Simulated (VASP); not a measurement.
BaTe: vibrations by perturbation theory with PBEsol

The system is BaTe.

```
Ba Te
1.0
     0.00000    3.44810    3.44810
     3.44810    0.00000    3.44810
     3.44810    3.44810    0.00000
Ba Te
1 1
Direct
  0.00000 0.00000 0.00000
  0.50000 0.50000 0.50000
```

```yaml
Program: VASP 6.6.1
Task: vibrations by perturbation theory
Functional: PBEsol
Potentials_or_basis: VASP PAW PBE potentials, release 64 (Ba_sv, Te)
Cutoff: 520 eV
k_mesh: 6 × 6 × 6
Occupations: gaussian, width 0.01 eV
Spin: no spin polarisation
Dipole_correction: no
Further_INCAR_settings: ALGO = Normal; EDIFF = 1e-08; IBRION = 8; NSW = 1
```

| Quantity | Value |
| --- | --- |
| Highest phonon frequency at Γ, LO-TO splitting left out | 102 cm⁻¹ |

Phonon frequencies in cm⁻¹ (negative: imaginary):
```
              q point        frequencies
(0.000, 0.000, 0.000)  0 0 0 102 102 102
```

It took 62 s on 1 thread of Intel(R) Xeon(R) 6975P-C (Granite Rapids), with other jobs on the host, peak memory 0.29 GiB.

Caveat: the cell stands under pressure or tension, which shifts response properties.
